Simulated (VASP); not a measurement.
A run of VASP 6.6.1:

File INCAR:

```
SYSTEM = NaCl
ALGO = Normal ; EDIFF = 1E-6
ENCUT = 520 ; GGA = CA
ISIF = 2 ; ISMEAR = 0
LASPH = .TRUE. ; LCHARG = .FALSE.
LREAL = .FALSE. ; LWAVE = .FALSE.
NBANDS = 14 ; NELM = 80
PREC = Accurate ; SIGMA = 0.05
```

KPOINTS

```
k-points
0
G
  6 6 6
  0 0 0
```

File POSCAR:

```
NaCl
1.0
    3.6422776000      0.0000000000      0.0000000000
    0.0000000000      3.6422776000      0.0000000000
    0.0000000000      0.0000000000      3.3621024000
Na Cl
1 1
Direct
    0.0000000000      0.0000000000      0.0000000000
    0.5000000000      0.5000000000      0.5000000000
```

Potentials or basis: VASP PAW LDA potentials, release 64 (Na_pv, Cl).

The run is started by

```console
$ cat potpaw_LDA.64/Na_pv/POTCAR potpaw_LDA.64/Cl/POTCAR > POTCAR
$ mpirun -np 1 vasp_std > vasp.out
```

Hardware: 1 thread of AMD EPYC 9R45 96-Core Processor (Zen 5), with other jobs on the host.

Problem. Estimate the wall time of this run.

Solution. It took 9 s on 1 thread of AMD EPYC 9R45 96-Core Processor (Zen 5) (shared host), peak memory 0.11 GiB. Counts: scf iterations 11, k points 40.
